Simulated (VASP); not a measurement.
# CdS (Fm-3m) in VASP: a series of runs

The runs below take CdS through vibrations by perturbation theory, dielectric tensor, with PBEsol, PBE.

All numbers are computed with VASP 6.6.1; they aren't measurements. Logs are shortened: lines on timing, memory, paths and dates and some standing lists are left out, and cuts for length are marked.

## (1) The cell of the first run

The structure is cubic, space group Fm-3m (No. 225). Conventional cell: a = 5.397 Å, b = 5.397 Å, c = 5.397 Å, α = 90.00°, β = 90.00°, γ = 90.00°. Within 3.6 Å of Cd (site symmetry m-3m) lie 6 S at 2.70 Å. Within 3.6 Å of S (site symmetry m-3m) lie 6 Cd at 2.70 Å.

## (2) Vibrations by perturbation theory, PBEsol

The input, INCAR:

```
SYSTEM = CdS
PREC = Accurate ; ENCUT = 520
EDIFF = 1E-8 ; ISMEAR = 0
SIGMA = 0.01 ; LREAL = .False.
LASPH = .True. ; NELM = 80
ALGO = Normal ; ISIF = 2
LWAVE = .False. ; LCHARG = .True.
GGA = PS ; IBRION = 8
NSW = 1 ; LEPSILON = .True.
```

The input, KPOINTS:

```
regular mesh
0
Gamma
  6 6 6
  0 0 0
```

The input, POSCAR:

```
CdS
1.0
    0.0000000000      2.6987212502      2.6987212502
    2.6987212502      0.0000000000      2.6987212502
    2.6987212502      2.6987212502      0.0000000000
Cd S
1 1
Direct
    0.0000000000      0.0000000000      0.0000000000
    0.5000000000      0.5000000000      0.5000000000
```

Potentials or basis: VASP PAW PBE potentials, release 64 (Cd, S).

Launch:

```sh
> cat potpaw_PBE.64/Cd/POTCAR potpaw_PBE.64/S/POTCAR > POTCAR
> mpirun -np 1 vasp_std > vasp.out
```

OUTCAR:

```text
SYSTEM = CdS
   PREC = Accurate
   ENCUT = 520
   EDIFF = 1E-8
   ISMEAR = 0
   LREAL = .False.
   LASPH = .True.
   NELM = 80
   ISIF = 2
   GGA = PS
   IBRION = 8
   NSW = 1
   LEPSILON = .True.

 ion  position               nearest neighbor table
   1  0.000  0.000  0.000-   2 2.70   2 2.70   2 2.70   2 2.70   2 2.70   2 2.70
   2  0.500  0.500  0.500-   1 2.70   1 2.70   1 2.70   1 2.70   1 2.70   1 2.70

  LATTYP: Found a face centered cubic cell.
 ALAT       =     5.3974425004

  Lattice vectors:

 A1 = (   0.0000000000,   2.6987212502,   2.6987212502)
 A2 = (   2.6987212502,   0.0000000000,   2.6987212502)
 A3 = (   2.6987212502,   2.6987212502,   0.0000000000)

Analysis of symmetry for initial positions (statically):
=====================================================================
 Subroutine PRICEL returns:
 Original cell was already a primitive cell.

 Routine SETGRP: Setting up the symmetry group for a
 face centered cubic supercell.

 Subroutine GETGRP returns: Found 48 space group operations
 (whereof 48 operations were pure point group operations)
 out of a pool of 48 trial point group operations.

The static configuration has the point symmetry O_h .

Analysis of symmetry for dynamics (positions and initial velocities):
=====================================================================
 Subroutine PRICEL returns:
 Original cell was already a primitive cell.

 Routine SETGRP: Setting up the symmetry group for a
 face centered cubic supercell.

 Subroutine GETGRP returns: Found 48 space group operations
 (whereof 48 operations were pure point group operations)
 out of a pool of 48 trial point group operations.

The dynamic configuration has the point symmetry O_h .

 Subroutine INISYM returns: Found 48 space group operations
 (whereof 48 operations are pure point group operations),
 and found     1 'primitive' translations

----------------------------------------------------------------------------------------

                                     Primitive cell

  volume of cell :      39.3101

  direct lattice vectors                    reciprocal lattice vectors
     0.000000000  2.698721250  2.698721250    -0.185272932  0.185272932  0.185272932
     2.698721250  0.000000000  2.698721250     0.185272932 -0.185272932  0.185272932
     2.698721250  2.698721250  0.000000000     0.185272932  0.185272932 -0.185272932

  length of vectors
     3.816568193  3.816568193  3.816568193     0.320902132  0.320902132  0.320902132

  position of ions in fractional coordinates (direct lattice)
     0.000000000  0.000000000  0.000000000
     0.500000000  0.500000000  0.500000000

  ion indices of the primitive-cell ions
   primitive index   ion index
                 1           1
                 2           2

----------------------------------------------------------------------------------------

 KPOINTS: regular mesh

Automatic generation of k-mesh.
 Grid dimensions read from file:
 generate k-points for:    6    6    6

 Generating k-lattice:
[... 393 lines left out ...]
 ------------------------------------------------------

 Free energy of the ion-electron system (eV)
  ---------------------------------------------------
  ---------------------------------------------------
  free energy    TOTEN  =        -1.10510183 eV

  energy without entropy =       -1.10510183

------------------------ aborting loop because EDIFF is reached ----------------------------------------

--------------------------------------- Ionic step        2  -------------------------------------------

------------------------ aborting loop because EDIFF is reached ----------------------------------------

--------------------------------------- Ionic step        3  -------------------------------------------

------------------------ aborting loop because EDIFF is reached ----------------------------------------

 PIEZOELECTRIC TENSOR FIELD DIRECTION 3  (e Angst)
 -----------------------------------------------------------------------------
     0.00175  0.00000  0.00000           ( -0.00000  0.00000  0.00000)
     0.00000  0.00175 -0.00000           (  0.00000 -0.00000 -0.00000)
     0.00000 -0.00000 -0.00493           (  0.00000 -0.00000  0.00003)

 PIEZOELECTRIC TENSOR FIELD DIRECTION 3  (C/m^2)
 -----------------------------------------------------------------------------
     0.00071  0.00000  0.00000
     0.00000  0.00071 -0.00000
     0.00000 -0.00000 -0.00201

--------------------------------------- Ionic step        4  -------------------------------------------

------------------------ aborting loop because EDIFF is reached ----------------------------------------

[... ionic steps 5 to 6 ...]

--------------------------------------- Ionic step        7  -------------------------------------------

 Free energy of the ion-electron system (eV)
  ---------------------------------------------------
  ---------------------------------------------------
  free energy    TOTEN  =        -0.10462043 eV

  energy without entropy =       -0.10462043

------------------------ aborting loop because EDIFF is reached ----------------------------------------

 INTERNAL STRAIN TENSOR  FOR ION    2  DIRECTION 1   (eV/Angst):
 -----------------------------------------------------------------------------
    -0.04554 -0.00000  0.00000
    -0.00000  0.03359  0.00000
     0.00000  0.00000  0.03359

 MACROSCOPIC STATIC DIELECTRIC TENSOR (including local field effects in DFT)
 ------------------------------------------------------
          10.712660    -0.000000     0.000000
          -0.000000    10.712660     0.000000
          -0.000000     0.000000    10.712660
 ------------------------------------------------------

 PIEZOELECTRIC TENSOR (including local field effects)  for field in x, y, z        (e  Angst)
          XX          YY          ZZ          XY          YZ          ZX
  --------------------------------------------------------------------------------
  x     0.00000     0.00000     0.00000     0.00000     0.00000     0.00000
  y     0.00000     0.00000     0.00000     0.00000     0.00000     0.00000
  z     0.00000     0.00000     0.00000     0.00000     0.00000     0.00000

 PIEZOELECTRIC TENSOR (including local field effects)  for field in x, y, z        (C/m^2)
          XX          YY          ZZ          XY          YZ          ZX
  --------------------------------------------------------------------------------
  x     0.00000     0.00000     0.00000     0.00000     0.00000     0.00000
  y     0.00000     0.00000     0.00000     0.00000     0.00000     0.00000
  z     0.00000     0.00000     0.00000     0.00000     0.00000     0.00000

 BORN EFFECTIVE CHARGES (including local field effects) (in |e|, cummulative output)
 ---------------------------------------------------------------------------------
 ion    1
    1     3.08933     0.00000     0.00000
    2    -0.00000     3.08933     0.00000
    3     0.00000     0.00000     3.08933
 ion    2
    1    -3.08933    -0.00000    -0.00000
    2     0.00000    -3.08933    -0.00000
    3     0.00000    -0.00000    -3.08933

 INTERNAL STRAIN TENSOR FOR ION    2 for displacements in x,y,z  (eV/Angst):
          X           Y           Z          XY          YZ          ZX
  --------------------------------------------------------------------------------
  x     0.00000     0.00000     0.00000     0.00000     0.00000     0.00000
  y     0.00000     0.00000     0.00000     0.00000     0.00000     0.00000
  z     0.00000     0.00000     0.00000     0.00000     0.00000     0.00000

 SECOND DERIVATIVES (NOT SYMMETRIZED)
 ------------------------------------
               1X          1Y          1Z          2X          2Y          2Z
  1X    -1.960064    0.000000    0.000000    1.960064    0.000000    0.000000
  1Y     0.000000   -1.960064    0.000000    0.000000    1.960064    0.000000
  1Z     0.000000    0.000000   -1.960064    0.000000    0.000000    1.960064
  2X     1.927761    0.000000    0.000000   -1.927761    0.000000    0.000000
  2Y     0.000000    1.927761    0.000000    0.000000   -1.927761    0.000000
  2Z     0.000000    0.000000    1.927761    0.000000    0.000000   -1.927761

 Eigenvectors and eigenvalues of the dynamical matrix
 ----------------------------------------------------

   1 f  =    4.353700 THz    27.355107 2PiTHz  145.223815 cm-1    18.005450 meV
             X         Y         Z           dx          dy          dz
      0.000000  0.000000  0.000000    -0.474168    0.000000    0.000000
      2.698721  2.698721  2.698721     0.880435    0.000000    0.000000
[... 21 lines left out ...]
   6 f/i=    0.015102 THz     0.094887 2PiTHz    0.503742 cm-1     0.062456 meV
             X         Y         Z           dx          dy          dz
      0.000000  0.000000  0.000000    -0.880435    0.000000    0.000000
      2.698721  2.698721  2.698721    -0.474168    0.000000    0.000000

--------------------------------------------------------------------------------------------------------

 MACROSCOPIC STATIC DIELECTRIC TENSOR IONIC CONTRIBUTION
 ------------------------------------------------------
          22.599500     0.000000    -0.000000
           0.000000    22.599500    -0.000000
          -0.000000    -0.000000    22.599500
 ------------------------------------------------------

 ELASTIC MODULI CONTR FROM IONIC RELAXATION (kBar)
 Direction    XX          YY          ZZ          XY          YZ          ZX
 --------------------------------------------------------------------------------
 XX           0.0000      0.0000      0.0000      0.0000      0.0000      0.0000
 YY           0.0000      0.0000      0.0000      0.0000      0.0000      0.0000
 ZZ           0.0000      0.0000      0.0000      0.0000      0.0000      0.0000
 XY           0.0000      0.0000      0.0000      0.0000      0.0000      0.0000
 YZ           0.0000      0.0000      0.0000      0.0000      0.0000      0.0000
 ZX           0.0000      0.0000      0.0000      0.0000      0.0000      0.0000
 --------------------------------------------------------------------------------

 PIEZOELECTRIC TENSOR IONIC CONTR  for field in x, y, z        (C/m^2)
          XX          YY          ZZ          XY          YZ          ZX
  --------------------------------------------------------------------------------
  x     0.00000     0.00000     0.00000     0.00000     0.00000     0.00000
  y     0.00000     0.00000     0.00000     0.00000     0.00000     0.00000
  z     0.00000     0.00000     0.00000     0.00000     0.00000     0.00000
```

It took 2 min on 1 thread of Intel Xeon Platinum 8375C at 2.90GHz (Ice Lake), shared host; peak memory 0.2 GiB.

What came out:

```
Electronic dielectric tensor (diagonal)                 : 10.71
Born charges (mean of the diagonal)                     : Cd +3.09; S -3.09 e
Highest phonon frequency at Γ, LO-TO splitting left out : 145 cm⁻¹
```

Phonon frequencies in cm⁻¹ (negative: imaginary):
| q point | frequencies |
| --- | --- |
| (0.000, 0.000, 0.000) | -1 -1 -1 145 145 145 |

Electronic dielectric tensor:
```
10.71  0.00  0.00
 0.00 10.71  0.00
 0.00  0.00 10.71
```

Born effective charge tensors (e):
atom 1, Cd
```
3.09 0.00 0.00
0.00 3.09 0.00
0.00 0.00 3.09
```
atom 2, S
```
-3.09  0.00  0.00
 0.00 -3.09  0.00
 0.00  0.00 -3.09
```

Caveat: the PAW data sets were made with another functional, which shifts forces and pressure a little.

## (3) Dielectric tensor, PBE

This run uses another cell than the first one, of 20.27 Å³/atom, 1.032 times its volume.

The input, INCAR:

```
PREC     = Accurate       # precision mode
ENCUT    = 520            # plane-wave cutoff, eV
EDIFF    = 1E-8           # SCF threshold, eV
ISMEAR   = 0              # smearing method
SIGMA    = 0.01           # smearing width, eV
LREAL    = False          # projectors in reciprocal space
LASPH    = True           # aspherical terms in the spheres
NELM     = 60             # most SCF steps
ALGO     = Normal         # electronic algorithm
ISIF     = 2              # what is computed and relaxed
LWAVE    = False          # write WAVECAR
LCHARG   = False          # write CHGCAR
GGA      = PE             # functional
LEPSILON = True           # dielectric tensor by DFPT
```

The input, KPOINTS:

```
regular mesh
0
Gamma
  6 6 6
```

The input, POSCAR:

```
CdS
1.0
    0.0000000000      2.7267765870      2.7267765870
    2.7267765870      0.0000000000      2.7267765870
    2.7267765870      2.7267765870      0.0000000000
Cd S
1 1
Direct
    0.0000000000      0.0000000000      0.0000000000
    0.5000000000      0.5000000000      0.5000000000
```

Potentials or basis: VASP PAW PBE potentials, release 64 (Cd, S).

Launch:

```sh
> cat potpaw_PBE.64/Cd/POTCAR potpaw_PBE.64/S/POTCAR > POTCAR
> mpirun -np 1 vasp_std > vasp.out
```

OUTCAR:

```text
PREC = Accurate
   ENCUT = 520
   EDIFF = 1E-8
   ISMEAR = 0
   LREAL = False
   LASPH = True
   NELM = 60
   ISIF = 2
   GGA = PE
   LEPSILON = True

 ion  position               nearest neighbor table
   1  0.000  0.000  0.000-   2 2.73   2 2.73   2 2.73   2 2.73   2 2.73   2 2.73
   2  0.500  0.500  0.500-   1 2.73   1 2.73   1 2.73   1 2.73   1 2.73   1 2.73

  LATTYP: Found a face centered cubic cell.
 ALAT       =     5.4535531740

  Lattice vectors:

 A1 = (   0.0000000000,   2.7267765870,   2.7267765870)
 A2 = (   2.7267765870,   0.0000000000,   2.7267765870)
 A3 = (   2.7267765870,   2.7267765870,   0.0000000000)

Analysis of symmetry for initial positions (statically):
=====================================================================
 Subroutine PRICEL returns:
 Original cell was already a primitive cell.

 Routine SETGRP: Setting up the symmetry group for a
 face centered cubic supercell.

 Subroutine GETGRP returns: Found 48 space group operations
 (whereof 48 operations were pure point group operations)
 out of a pool of 48 trial point group operations.

The static configuration has the point symmetry O_h .

Analysis of symmetry for dynamics (positions and initial velocities):
=====================================================================
 Subroutine PRICEL returns:
 Original cell was already a primitive cell.

 Routine SETGRP: Setting up the symmetry group for a
 face centered cubic supercell.

 Subroutine GETGRP returns: Found 48 space group operations
 (whereof 48 operations were pure point group operations)
 out of a pool of 48 trial point group operations.

The dynamic configuration has the point symmetry O_h .

 Subroutine INISYM returns: Found 48 space group operations
[... 423 lines left out ...]

 HEAD OF MICROSCOPIC STATIC DIELECTRIC TENSOR (INDEPENDENT PARTICLE, excluding Hartree and local field effects)
 ------------------------------------------------------
          10.683161     0.000000    -0.000000
          -0.000000    10.683161     0.000000
           0.000000    -0.000000    10.683161
 ------------------------------------------------------

 Free energy of the ion-electron system (eV)
  ---------------------------------------------------
  ---------------------------------------------------
  free energy    TOTEN  =        -1.10719156 eV

  energy without entropy =       -1.10719156

------------------------ aborting loop because EDIFF is reached ----------------------------------------

--------------------------------------- Ionic step        2  -------------------------------------------

------------------------ aborting loop because EDIFF is reached ----------------------------------------

--------------------------------------- Ionic step        3  -------------------------------------------

 Free energy of the ion-electron system (eV)
  ---------------------------------------------------
  ---------------------------------------------------
  free energy    TOTEN  =        -1.10719133 eV

  energy without entropy =       -1.10719133

------------------------ aborting loop because EDIFF is reached ----------------------------------------

 PIEZOELECTRIC TENSOR FIELD DIRECTION 3  (e Angst)
 -----------------------------------------------------------------------------
     0.00156  0.00000  0.00000           ( -0.00000  0.00000  0.00000)
     0.00000  0.00156 -0.00000           (  0.00000 -0.00000 -0.00000)
     0.00000 -0.00000 -0.00449           (  0.00000 -0.00000  0.00003)

 PIEZOELECTRIC TENSOR FIELD DIRECTION 3  (C/m^2)
 -----------------------------------------------------------------------------
     0.00062  0.00000  0.00000
     0.00000  0.00062 -0.00000
     0.00000 -0.00000 -0.00177

 MACROSCOPIC STATIC DIELECTRIC TENSOR (including local field effects in DFT)
 ------------------------------------------------------
          10.326611     0.000000    -0.000000
          -0.000000    10.326611     0.000000
           0.000000    -0.000000    10.326611
 ------------------------------------------------------

 PIEZOELECTRIC TENSOR (including local field effects)  for field in x, y, z        (e  Angst)
          XX          YY          ZZ          XY          YZ          ZX
  --------------------------------------------------------------------------------
  x     0.00000     0.00000     0.00000     0.00000     0.00000     0.00000
  y     0.00000     0.00000     0.00000     0.00000     0.00000     0.00000
  z     0.00000     0.00000     0.00000     0.00000     0.00000     0.00000

 PIEZOELECTRIC TENSOR (including local field effects)  for field in x, y, z        (C/m^2)
          XX          YY          ZZ          XY          YZ          ZX
  --------------------------------------------------------------------------------
  x     0.00000     0.00000     0.00000     0.00000     0.00000     0.00000
  y     0.00000     0.00000     0.00000     0.00000     0.00000     0.00000
  z     0.00000     0.00000     0.00000     0.00000     0.00000     0.00000

 BORN EFFECTIVE CHARGES (including local field effects) (in |e|, cummulative output)
 ---------------------------------------------------------------------------------
 ion    1
    1     3.09697     0.00000     0.00000
    2    -0.00000     3.09697     0.00000
    3     0.00000    -0.00000     3.09697
 ion    2
    1    -3.09697    -0.00000    -0.00000
    2     0.00000    -3.09697    -0.00000
    3    -0.00000     0.00000    -3.09697
```

OSZICAR:

```text
N       E                     dE             d eps       ncg     rms          rms(c)
DAV:   1     0.112857668423E+03    0.11286E+03   -0.95660E+03   432   0.130E+03
DAV:   2    -0.209198210986E+01   -0.11495E+03   -0.10955E+03   506   0.305E+02
[... 12 lines left out ...]
RMM:   6    -0.110581557685E+01    0.91199E-05   -0.44095E-05  1113   0.406E-02    0.271E-02
RMM:   7    -0.110709249573E+01   -0.12769E-02   -0.92105E-06  1233   0.256E-02    0.202E-03
RMM:   8    -0.110718476573E+01   -0.92270E-04   -0.60999E-07  1213   0.382E-03    0.658E-04
RMM:   9    -0.110719259969E+01   -0.78340E-05   -0.17153E-06  1253   0.138E-03    0.330E-04
RMM:  10    -0.110719124679E+01    0.13529E-05   -0.30420E-06  1129   0.249E-04    0.706E-05
RMM:  11    -0.110719176229E+01   -0.51550E-06   -0.11366E-07   953   0.138E-04    0.325E-05
RMM:  12    -0.110719132699E+01    0.43531E-06    0.36806E-07   497   0.523E-05    0.772E-06
```

It took 98 s on 1 thread of Intel Xeon Platinum 8375C at 2.90GHz (Ice Lake), shared host; peak memory 0.21 GiB.

Results:

| Property | Result |
| --- | --- |
| Band gap on the k mesh | 0.25 eV, indirect (least direct gap 1.72 eV) |
| Electronic dielectric tensor (diagonal) | 10.33 |
| Born charges (mean of the diagonal) | Cd +3.10; S -3.10 e |

Electronic dielectric tensor:
```
10.33  0.00  0.00
 0.00 10.33  0.00
 0.00  0.00 10.33
```

Born effective charge tensors (e):
atom 1, Cd
```
3.10 0.00 0.00
0.00 3.10 0.00
0.00 0.00 3.10
```
atom 2, S
```
-3.10  0.00  0.00
 0.00 -3.10  0.00
 0.00  0.00 -3.10
```

Caveat: the gap is small at this level, which inflates the dielectric constant. A k mesh can miss the band edges.
